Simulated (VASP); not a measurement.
# Ir: single point with PBE

Ir:

```
Ir
1.0
     0.00000    1.82371    1.96769
     1.82371    0.00000    1.96769
     1.82371    1.82371    0.00000
Ir
1
Cartesian
  0.0000 0.0000 0.0000
```

This cell differs from its parent crystal: strain -0.050 along x and y, +0.025 along z.

```yaml
Program: VASP 6.6.1
Task: single point
Functional: PBE
Potentials_or_basis: VASP PAW PBE potentials, release 64 (Ir)
Cutoff: 520 eV
k_mesh: 22 × 22 × 22
Occupations: gaussian, width 0.15 eV
Spin: no spin polarisation
Dipole_correction: no
Further_INCAR_settings: ALGO = Fast; EDIFF = 1e-06; NBANDS = 10
```

The pressure is 48.9 GPa. The band gap on the k mesh is zero (an odd number of electrons rules out a gap without spin polarisation).

Stress tensor (GPa, compression positive):
```
61.09  0.00  0.00
 0.00 61.09  0.00
 0.00  0.00 24.46
```

Levels at points of the mesh, in eV from the Fermi level:
```csv
k point,band 1,band 2,band 3,band 4,band 5,band 6,band 7,band 8,band 9
"(0.00, 0.00, 0.00)",-11.94,-5.06,-3.91,-3.91,-2.11,-0.56,14.28,18.56,21.16
"(0.50, 0.00, 0.00)",-8.92,-5.01,-3.87,-0.89,0.80,1.35,8.22,13.63,20.09
"(0.50, 0.50, 0.00)",-8.87,-8.15,0.66,1.19,1.68,1.68,10.23,13.10,13.10
"(0.50, 0.00, 0.50)",-8.80,-8.18,0.90,1.15,2.34,2.38,11.18,12.25,12.48
```

It took 2.6 min on 1 thread of Intel Xeon 8259CL (shared host), peak memory 0.23 GiB.

Caveat: the cell differs from its parent crystal (strain -0.050 along x and y, +0.025 along z); the cell stands under pressure; spin-orbit coupling is left out, which moves the levels of the heavy elements.
